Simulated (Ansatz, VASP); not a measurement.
# Two plane-wave programs on Mo

INCAR

```
PREC = Accurate
ENCUT = 600
EDIFF = 1E-7
ISMEAR = 1
SIGMA = 0.1
LREAL = F
LASPH = T
NELM = 80
ALGO = Normal
ISIF = 3
LWAVE = F
LCHARG = F
GGA = PE
IBRION = 2
NSW = 60
EDIFFG = -0.005
```

KPOINTS

```
Automatic mesh
0
Gamma
  24 24 24
```

Contents of POSCAR:

```
Mo
1.0
   -1.5750000000      1.5750000000      1.5750000000
    1.5750000000     -1.5750000000      1.5750000000
    1.5750000000      1.5750000000     -1.5750000000
Mo
1
Direct
    0.0000000000      0.0000000000      0.0000000000
```

Input for Ansatz:

```yaml
crystal:
  lattice:
    - [-1.575, 1.575, 1.575]
    - [1.575, -1.575, 1.575]
    - [1.575, 1.575, -1.575]
  atoms:
    - { symbol: Mo, position: [0.0, 0.0, 0.0] }
kpoints:
  mp_grid: { grid: [24, 24, 24] }
scf:
  occupations: { method: cold, width: 0.1 }
hamiltonian:
  xc: pbe
  pseudopotentials: { kind: paw }
output:
  forces: true
  stress: true
  populations: false
relax:
  f_tol: 0.005
  max_steps: 40
  cell: {}
```

Alike in both runs: task relaxation of cell and atoms; functional PBE; k mesh 24 × 24 × 24; no spin polarisation.

|  | VASP | Ansatz |
| --- | --- | --- |
| version | VASP 6.6.1 | Ansatz 0.2.0 |
| potentials or method | VASP PAW PBE potentials, release 64 (Mo_sv) | plane-wave PAW, scalar-relativistic |
| plane-wave cutoff (eV) | 600 | 420 |
| occupations | methfessel-paxton of order 1, width 0.1 eV | cold, width 0.1 eV |
| valence electrons in the cell | 14 | 14 |

```tsv
	VASP	Ansatz	Ansatz less VASP
relaxed volume (Å³/atom)	15.81	15.79	-0.026
relaxed cell length with the largest relative difference (Å)	2.739	2.737	-0.0015
```
